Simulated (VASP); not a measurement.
Runs of VASP 6.6.1 on BaH4. Symmetry: R-3m, No. 166, trigonal system. Conventional cell: a = 4.582 Å, b = 4.582 Å, c = 10.609 Å, α = 90.00°, β = 90.00°, γ = 120.00°. Ba (site symmetry -3m) has 20 H at 2.75 to 3.41 Å within 3.6 Å. Within 2.9 Å of H (site symmetry 3m) lie 4 H at 2.17 to 2.71 Å and 4 Ba at 2.75 to 2.76 Å. H (site symmetry 3m) has 1 H at 0.77 Å within 1.1 Å. 

```csv
level,potentials or basis,gap on the mesh (eV),pressure (GPa),largest force (eV/Å)
RPBE,"VASP PAW PBE potentials, release 64 (Ba_sv, H)",2.74,1.9,0.30
PBE,"VASP PAW PBE potentials, release 64 (Ba_sv, H)",2.59,0.4,0.02
LDA,"VASP PAW LDA potentials, release 64 (Ba_sv, H)",2.27,-2.3,0.77
PBEsol,"VASP PAW PBE potentials, release 64 (Ba_sv, H)",2.39,-1.2,(c)
revPBE,"VASP PAW PBE potentials, release 64 (Ba_sv, H)",(b),1.5,(a)
```

Alike in all rows: task single point; no spin polarisation; cell as given; k mesh 5 × 5 × 5; cutoff (eV) 520; smearing fermi-dirac 0.05 eV.

Task: Fill in the values left out.

Result: (a) 0.23; (b) 2.71; (c) 0.46.

Caveats: spin-orbit coupling is left out, which moves the levels of the heavy elements; the PAW data sets were made with another functional, which shifts forces and pressure a little (some runs).

A k mesh can miss the band edges, and the runs leave out spin-orbit coupling on Ba.
